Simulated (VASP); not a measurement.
Set up this calculation in VASP 6.6.1, as the native input.

- Task: single point
- Functional: PBEsol
- Potentials or basis: VASP PAW PBE potentials, release 64 (Cs_sv)
- Cutoff: 520 eV
- k mesh: 4 × 4 × 2
- Occupations: gaussian, width 0.1 eV
- Spin: no spin polarisation
- Dipole correction: no
- Further INCAR settings: ALGO = Fast; EDIFF = 1e-06; NBANDS = 26

The structure of Cs lies in POSCAR:

```
Cs
1.0
    2.8714139598     -9.0183929978      0.0000000000
    2.8714139598      9.0183929978      0.0000000000
    0.0000000000      0.0000000000      8.3262397054
Cs
4
Direct
    0.1309212213      0.8690787787      0.9974124032
    0.6309212213      0.3690787787      0.5025875968
    0.8690787787      0.1309212213      0.0025875968
    0.3690787787      0.6309212213      0.4974124032
```

One way to write it, as run:

INCAR

```
SYSTEM = Cs
PREC     = Accurate       ! precision mode
ENCUT    = 520            ! plane-wave cutoff, eV
EDIFF    = 1E-6           ! SCF threshold, eV
ISMEAR   = 0              ! smearing method
SIGMA    = 0.1            ! smearing width, eV
LREAL    = .False.        ! projectors in reciprocal space
LASPH    = .True.         ! aspherical terms in the spheres
NELM     = 60             ! most SCF steps
ALGO     = Fast           ! electronic algorithm
ISIF     = 2              ! what is computed and relaxed
LWAVE    = .False.        ! write WAVECAR
LCHARG   = .False.        ! write CHGCAR
GGA      = PS             ! functional
NBANDS   = 26             ! bands
```

KPOINTS

```
Automatic mesh
0
Gamma
  4 4 2
  0 0 0
```

Potentials or basis: VASP PAW PBE potentials, release 64 (Cs_sv).

Command:

```bash
$ cat potpaw_PBE.64/Cs_sv/POTCAR > POTCAR
$ mpirun -np 1 vasp_std > vasp.out
```

Results of the run:

```json
{"Pressure": "0.1 GPa", "Largest force": "0.026 eV/Å", "Band gap on the k mesh": "zero (band 18 reaches 0.68 eV, above the bottom of band 19 at 0.10 eV)"}
```

Caveat: the k points lie up to 0.38 Å⁻¹ apart; the PAW data sets were made with another functional, which shifts forces and pressure a little; spin-orbit coupling is left out, which moves the levels of the heavy elements.

Wall time 3 min on 1 thread of AMD EPYC 9R14 (Zen 4), with other jobs on the host, peak memory 0.65 GiB.
